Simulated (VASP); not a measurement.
Write the native input for VASP 6.6.1 that does the following.

```yaml
Task: single point
Functional: r2SCAN
Potentials_or_basis: VASP PAW PBE potentials, release 64 (Zr_sv, B)
Cutoff: 520 eV
k_mesh: 15 × 15 × 12
Occupations: gaussian, width 0.1 eV
Spin: no spin polarisation
Dipole_correction: no
Further_INCAR_settings: ALGO = Normal; EDIFF = 1e-06; NBANDS = 16
```

ZrB2:

```
Zr B
1.0
     3.16731    0.00000    0.00000
    -1.58365    2.74297    0.00000
     0.00000    0.00000    3.55154
Zr B
1 2
Direct
  0.00000 0.00000 0.00000
  0.33333 0.66667 0.50000
  0.66667 0.33333 0.50000
```

These files were run (other wordings do the same):

POSCAR

```
ZrB2
1.0
    3.1673056693      0.0000000000      0.0000000000
   -1.5836528346      2.7429671711      0.0000000000
    0.0000000000      0.0000000000      3.5515364501
Zr B
1 2
Direct
    0.0000000000      0.0000000000      0.0000000000
    0.3333333333      0.6666666667      0.5000000000
    0.6666666667      0.3333333333      0.5000000000
```

INCAR.step1

```
SYSTEM = ZrB2
ALGO = Normal
EDIFF = 1E-4
ENCUT = 520
GGA = PE
ISMEAR = 0
LASPH = .TRUE.
LCHARG = .FALSE.
LREAL = .FALSE.
LWAVE = .TRUE.
NBANDS = 16
NELM = 100
PREC = Accurate
SIGMA = 0.1
```

INCAR.step2

```
SYSTEM = ZrB2
ALGO = Normal
EDIFF = 1E-6
ENCUT = 520
ISIF = 2
ISMEAR = 0
ISTART = 1
LASPH = .TRUE.
LCHARG = .FALSE.
LMIXTAU = .TRUE.
LREAL = .FALSE.
LWAVE = .FALSE.
METAGGA = R2SCAN
NBANDS = 16
NELM = 100
PREC = Accurate
SIGMA = 0.1
```

KPOINTS

```
k-points
0
G
  15 15 12
  0 0 0
```

Potentials or basis: VASP PAW PBE potentials, release 64 (Zr_sv, B).

Command:

```sh
$ cat potpaw_PBE.64/Zr_sv/POTCAR potpaw_PBE.64/B/POTCAR > POTCAR
$ cp INCAR.step1 INCAR
$ mpirun -np 1 vasp_std > vasp.out
$ cp INCAR.step2 INCAR
$ mpirun -np 1 vasp_std > vasp.out
```

It gave:

* Pressure: 0.1 GPa
* Band gap on the k mesh: zero (band 9 reaches 11.47 eV, above the bottom of band 10 at 10.36 eV)

Caveat: the PAW data sets were made with another functional, which shifts forces and pressure a little.

Wall time 5.3 min on 1 thread of AMD EPYC 7R43 64-Core Processor (Zen 3) (shared host), peak memory 0.18 GiB.
